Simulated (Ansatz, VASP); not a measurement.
Two plane-wave programs on CsI

File INCAR:

```
PREC = Accurate
ENCUT = 500
EDIFF = 1E-6
ISMEAR = 0
SIGMA = 0.02
LREAL = F
LASPH = T
NELM = 120
ALGO = Normal
ISIF = 2
LWAVE = F
LCHARG = T
GGA = PE
LELF = T
LVHAR = T
NBANDS = 15
GGA_COMPAT = F
```

Contents of KPOINTS:

```
regular mesh
0
Gamma
  6 6 6
```

The input POSCAR:

```
CsI
1.0
    4.7122173936      0.0000000000      0.0000000000
    0.0000000000      4.7122173936      0.0000000000
    0.0000000000      0.0000000000      4.7122173936
Cs I
1 1
Direct
    0.0000000000      0.0000000000      0.0000000000
    0.5000000000      0.5000000000      0.5000000000
```

Input for Ansatz:

```yaml
crystal:
  lattice:
    - [4.7122173936, 0.0, 0.0]
    - [0.0, 4.7122173936, 0.0]
    - [0.0, 0.0, 4.7122173936]
  atoms:
    - { symbol: Cs, position: [0.0, 0.0, 0.0] }
    - { symbol: I, position: [0.5, 0.5, 0.5] }
basis:
  ecutwfc: 420
kpoints:
  mp_grid: { grid: [6, 6, 6] }
hamiltonian:
  xc: pbe
scf:
  occupations: { method: gaussian, width: 0.02 }
output:
  forces: true
  stress: true
  eigenvalues: true
```

Alike in both runs: task single point; functional PBE; k mesh 6 × 6 × 6; occupations gaussian, width 0.02 eV; no spin polarisation.

|  | VASP | Ansatz |
| --- | --- | --- |
| version | VASP 6.6.1 | Ansatz 0.2.0 |
| potentials or method | VASP PAW PBE potentials, release 64 (Cs_sv, I), cutoff 500 eV | scalar-relativistic, plane waves, PAW |
| valence electrons in the cell | 16 | 26 |

|  | VASP | Ansatz | Ansatz less VASP |
| --- | --- | --- | --- |
| gap on the k mesh at the Fermi level (eV) | 3.59 | 3.60 | +0.011 |
| least direct gap on the mesh (eV) | 3.69 | 3.70 | +0.008 |
| pressure (GPa) | -0.2 | -0.3 | -0.02 |

With one functional, cell and mesh, what is left measures potentials, basis and numerics. VASP's potentials hold 16 valence electrons a cell and Ansatz's 26, so a difference there can come from the potentials and not from the codes.

Neither program's run includes spin-orbit coupling.
